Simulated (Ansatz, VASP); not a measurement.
Two plane-wave programs on W

POSCAR

```
W
1.0
    1.7943718000      3.1079416900      0.0000000000
   -1.7943718000      3.1079416900      0.0000000000
   -1.7943718000      1.0359782300      3.1310226800
W
2
Direct
    0.2380000000      0.5240000000      0.7140000000
    0.7620000000      0.4760000000      0.2860000000
```

Contents of INCAR.step1:

```
SYSTEM = W
ALGO     = Normal         ! electronic algorithm
EDIFF    = 1E-4           ! SCF threshold, eV
ENCUT    = 520            ! plane-wave cutoff, eV
GGA      = PE             ! functional
ISMEAR   = 0              ! smearing method
LASPH    = .TRUE.         ! aspherical terms in the spheres
LCHARG   = .FALSE.        ! write CHGCAR
LREAL    = .FALSE.        ! projectors in reciprocal space
LWAVE    = .TRUE.         ! write WAVECAR
NBANDS   = 21             ! bands
NELM     = 60             ! most SCF steps
PREC     = Accurate       ! precision mode
SIGMA    = 0.2579         ! smearing width, eV
```

File INCAR.step2:

```
SYSTEM = W
ALGO     = Normal         ! electronic algorithm
EDIFF    = 1E-6           ! SCF threshold, eV
ENCUT    = 520            ! plane-wave cutoff, eV
ISIF     = 2              ! what is computed and relaxed
ISMEAR   = 0              ! smearing method
ISTART   = 1            
LASPH    = .TRUE.         ! aspherical terms in the spheres
LCHARG   = .TRUE.         ! write CHGCAR
LELF     = .TRUE.         ! ELF
LMIXTAU  = .TRUE.       
LREAL    = .FALSE.        ! projectors in reciprocal space
LVHAR    = .TRUE.       
LWAVE    = .FALSE.        ! write WAVECAR
METAGGA  = R2SCAN         ! meta-GGA
NBANDS   = 21             ! bands
NELM     = 60             ! most SCF steps
PREC     = Accurate       ! precision mode
SIGMA    = 0.2579         ! smearing width, eV
```

File KPOINTS:

```
k-points
0
G
  13 13 13
  0 0 0
```

Input for Ansatz:

```yaml
crystal:
  lattice:
    - [1.7943718, 3.10794169, 0.0]
    - [-1.7943718, 3.10794169, 0.0]
    - [-1.7943718, 1.03597823, 3.13102268]
  atoms:
    - { symbol: W, position: [0.238, 0.524, 0.714] }
    - { symbol: W, position: [0.762, 0.476, 0.286] }
  symmetry: { tolerance: 0.0003 }
kpoints:
  mp_grid: { grid: [13, 13, 13], shift: [0, 0, 0] }
magnetization:
  spin_polarized: false
scf:
  occupations: { method: gaussian, width: 0.2579 }
  lower_state_search: "off"
  max_iter: 200
hamiltonian:
  pseudopotentials: { kind: paw }
  xc: r2scan
basis:
  ecutwfc: 500
  fft_grid_basis: typed
output:
  forces: true
  stress: true
  eigenvalues: true
  bader: true
  populations: true
  elf: true
  write_potential: true
  volumetric_format: npy
  dos:
    e_range: [-12, 8]
    de: 0.05
    projected: { site_lists: { W: [W] } }
  write_density: true
checkpoint:
  read: saved_state
```

Alike in both runs: task single point; functional r2SCAN; k mesh 13 × 13 × 13; occupations gaussian, width 0.2579 eV; no spin polarisation.

|  | VASP | Ansatz |
| --- | --- | --- |
| version | VASP 6.6.1 | Ansatz 0.2.0 |
| potentials or method | VASP PAW PBE potentials, release 64 (W_sv), cutoff 520 eV | PAW plane waves |
| valence electrons in the cell | 28 | 28 |

Ansatz gave:

```
pressure (GPa)                                                : 13.1
traceless stress, the component that is largest in VASP (GPa) : 8.93
rms of the force components (eV/Å)                            : 1.615
```

What did VASP give for the same quantities?

Pressure (GPa): 14.8; traceless stress, the component that is largest in VASP (GPa): 8.90; rms of the force components (eV/Å): 1.675.

VASP's potentials were made for PBE, not for r2SCAN. Atom by atom the forces differ by 0.060 eV/Å (rms over components). Ansatz's warnings: structure snapped to symmetry.

Spin-orbit coupling is off throughout.
